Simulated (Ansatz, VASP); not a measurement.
# NbH in VASP and in Ansatz

Contents of INCAR:

```
ALGO     = Normal         # electronic algorithm
EDIFF    = 1E-8           # SCF threshold, eV
ENCUT    = 520            # plane-wave cutoff, eV
ISIF     = 2              # what is computed and relaxed
ISMEAR   = -1             # smearing method
LASPH    = T              # aspherical terms in the spheres
LCHARG   = F              # write CHGCAR
LEFG     = T            
LREAL    = F              # projectors in reciprocal space
LWAVE    = F              # write WAVECAR
NBANDS   = 22             # bands
NELM     = 80             # most SCF steps
PREC     = Accurate       # precision mode
SIGMA    = 0.03           # smearing width, eV
```

KPOINTS

```
k-points
0
Gamma
  11 11 7
```

File POSCAR:

```
NbH
1.0
    1.8453665700     -2.3932005300      0.0000000000
    1.8453665700      2.3932005300      0.0000000000
    0.0000000000      0.0000000000      4.8042291500
Nb H
2 2
Direct
    0.7500000000      0.2500000000      0.2688388800
    0.2500000000      0.7500000000      0.7311611200
    0.2500000000      0.2500000000      0.0000000000
    0.7500000000      0.7500000000      0.0000000000
```

Input for Ansatz:

```yaml
crystal:
  lattice:
    - [1.84536657, -2.39320053, 0.0]
    - [1.84536657, 2.39320053, 0.0]
    - [0.0, 0.0, 4.80422915]
  atoms:
    - { symbol: Nb, position: [0.75, 0.25, 0.26883888] }
    - { symbol: Nb, position: [0.25, 0.75, 0.73116112] }
    - { symbol: H, position: [0.25, 0.25, 0.0] }
    - { symbol: H, position: [0.75, 0.75, 0.0] }
kpoints:
  mp_grid: { grid: [11, 11, 7] }
  band_path:
    path:
      - [0.0, 0.0, 0.0]
      - [-0.5, 0.5, 0.0]
      - [-0.3986439117, 0.6013560883, 0.0]
      - [0.3986439117, 0.3986439117, 0.0]
      - [0.0, 0.0, 0.0]
      - [0.0, 0.0, 0.5]
      - [0.3986439117, 0.3986439117, 0.5]
      - [-0.3986439117, 0.6013560883, 0.5]
      - [-0.5, 0.5, 0.5]
    npoints: 8
scf:
  occupations: { method: fermi_dirac, width: 0.03 }
hamiltonian:
  xc: lda
  pseudopotentials: { kind: all_electron, datasets: crystal }
output:
  forces: true
  stress: true
  eigenvalues: true
  efg: { contact_densities: true }
```

Alike in both runs: task electric field gradients; functional LDA; k mesh 11 × 11 × 7; occupations fermi-dirac, width 0.03 eV; no spin polarisation.

```csv
,VASP,Ansatz
version,VASP 6.6.1,Ansatz 0.2.0
potentials or method,"VASP PAW LDA potentials, release 64 (Nb_sv, H), cutoff 520 eV","all-electron PAW with datasets made for the crystal, scalar-relativistic"
```

VASP gave:

| Quantity | Value |
| --- | --- |
| pressure (GPa) | -10.1 |
| traceless stress, the component that is largest in VASP (GPa) | 0.25 |
| rms of the force components (eV/Å) | 0.011 |
| size of Vzz on the site where it differs most (V/Å²) | 9.0 |

Q: What did Ansatz give for the same quantities?

A: Pressure (GPa): -10.0; traceless stress, the component that is largest in VASP (GPa): 0.24; rms of the force components (eV/Å): 0.011; size of Vzz on the site where it differs most (V/Å²): 9.4.

LDA's correlation is that of Perdew and Zunger in VASP and of Perdew and Wang (1992) in Ansatz. Atom by atom the forces differ by 0.000 eV/Å (rms over components). Ansatz ran all-electron here, and VASP with PAW potentials.
